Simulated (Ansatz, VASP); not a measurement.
Two plane-wave programs on Sb

The input POSCAR:

```
Sb
1.0
    2.1706020527      1.2531976795      3.8710910875
   -2.1706020527      1.2531976795      3.8710910875
    0.0000000000     -2.5063953589      3.8710910875
Sb
2
Direct
    0.2313018333      0.2313018333      0.2313018333
    0.7686981667      0.7686981667      0.7686981667
```

File INCAR.step1:

```
PREC = Accurate
ENCUT = 520
ISMEAR = 1
SIGMA = 0.6
LREAL = F
LASPH = T
NELM = 60
NBANDS = 12
GGA = PE
ALGO = Normal
EDIFF = 1E-4
LWAVE = T
LCHARG = F
```

INCAR.step2

```
PREC = Accurate
ENCUT = 520
EDIFF = 1E-7
ISMEAR = 1
SIGMA = 0.6
LREAL = F
LASPH = T
NELM = 60
ALGO = Normal
ISIF = 2
LWAVE = F
LCHARG = F
METAGGA = R2SCAN
LMIXTAU = T
NBANDS = 12
ISTART = 1
```

KPOINTS

```
regular mesh
0
Gamma
  9 9 9
```

Input for Ansatz:

```yaml
crystal:
  lattice:
    - [2.1706020527, 1.2531976795, 3.8710910875]
    - [-2.1706020527, 1.2531976795, 3.8710910875]
    - [0.0, -2.5063953589, 3.8710910875]
  atoms:
    - { symbol: Sb, position: [0.2313018333, 0.2313018333, 0.2313018333] }
    - { symbol: Sb, position: [0.7686981667, 0.7686981667, 0.7686981667] }
hamiltonian:
  xc: r2scan
  pseudopotentials:
    kind: paw
    azcp:
      Sb: "pseudopotentials/Sb.paw.azcp"
basis:
  ecutwfc: 500
  fft_grid_basis: typed
kpoints:
  mp_grid: { grid: [9, 9, 9], shift: [0, 0, 0] }
magnetization:
  spin_polarized: false
scf:
  occupations: { method: methfessel_paxton, width: 0.6 }
  lower_state_search: "off"
output:
  stress: true
```

Alike in both runs: task single point; functional r2SCAN; k mesh 9 × 9 × 9; occupations methfessel-paxton of order 1, width 0.6 eV; no spin polarisation.

|  | VASP | Ansatz |
| --- | --- | --- |
| version | VASP 6.6.1 | Ansatz 0.2.0 |
| potentials or method | VASP PAW PBE potentials, release 64 (Sb), cutoff 520 eV | plane waves (500 eV) with PAW, scalar-relativistic |
| valence electrons in the cell | 10 | 30 |

Ansatz gave:

- pressure (GPa): -0.1

**Question.** What did VASP give for the same quantities?

**Answer.** Pressure (GPa): 0.1.

VASP's potentials were made for PBE, not for r2SCAN. VASP's potentials hold 10 valence electrons a cell and Ansatz's 30, so a difference there can come from the potentials and not from the codes.

Spin-orbit coupling is off throughout.
